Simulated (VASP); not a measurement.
Input of a VASP 6.6.1 run:

The input INCAR:

```
ALGO = Normal ; EDIFF = 1E-7
ENCUT = 520 ; GGA = CA
ISIF = 2 ; ISMEAR = -1
LASPH = T ; LCHARG = F
LREAL = F ; LWAVE = F
NBANDS = 19 ; NELM = 80
PREC = Accurate ; SIGMA = 0.1
```

KPOINTS

```
k-points
0
Gamma
  11 11 11
```

Contents of POSCAR:

```
Zn
1.0
    0.0000000000      2.8111171108      2.8111171108
    2.8111171108      0.0000000000      2.8111171108
    2.8111171108      2.8111171108      0.0000000000
Zn
2
Direct
    0.1250000000      0.1250000000      0.1250000000
    0.8750000000      0.8750000000      0.8750000000
```

Potentials or basis: VASP PAW LDA potentials, release 64 (Zn).

Launch:

```console
$ cat potpaw_LDA.64/Zn/POTCAR > POTCAR
$ mpirun -np 1 vasp_std > vasp.out
```

(1) Predict the band gap on the k mesh.

(2) Predict the pressure.

Results:

(1) zero (band 12 reaches 6.07 eV, above the bottom of band 13 at -0.38 eV).

(2) -1.2 GPa.
